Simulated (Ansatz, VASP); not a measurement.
# Te2Mo: VASP beside Ansatz

```
Te Mo
1.0
     3.60708    0.00000    0.00000
    -1.80354    3.12383    0.00000
     0.00000    0.00000   17.75466
Te Mo
2 1
Direct
  0.33333 0.66667 0.10214
  0.33333 0.66667 0.89786
  0.00000 0.00000 0.00000
```

Change from the starting cell: volume scaled by 1.04.

Alike in both runs: task single point; functional PBEsol; k mesh 9 × 9 × 2; occupations fermi-dirac, width 0.05 eV; no spin polarisation.

```csv
,VASP,Ansatz
version,VASP 6.6.1,Ansatz 0.2.0
potentials or method,"VASP PAW PBE potentials, release 64 (Te, Mo_sv), cutoff 520 eV","all-electron LAPW, scalar-relativistic"
```

|  | VASP | Ansatz | Ansatz less VASP |
| --- | --- | --- | --- |
| gap on the k mesh at the Fermi level (eV) | 0.99 | 0.99 | +0.002 |
| least direct gap on the mesh (eV) | 0.99 | 0.99 | +0.002 |
| rms of the force components (eV/Å) | 0.313 | 0.325 | +0.0118 |

VASP's potentials were made for PBE, not for PBEsol. Atom by atom the forces differ by 0.012 eV/Å (rms over components). Ansatz ran all-electron here, and VASP with PAW potentials.

Neither program's run includes spin-orbit coupling.
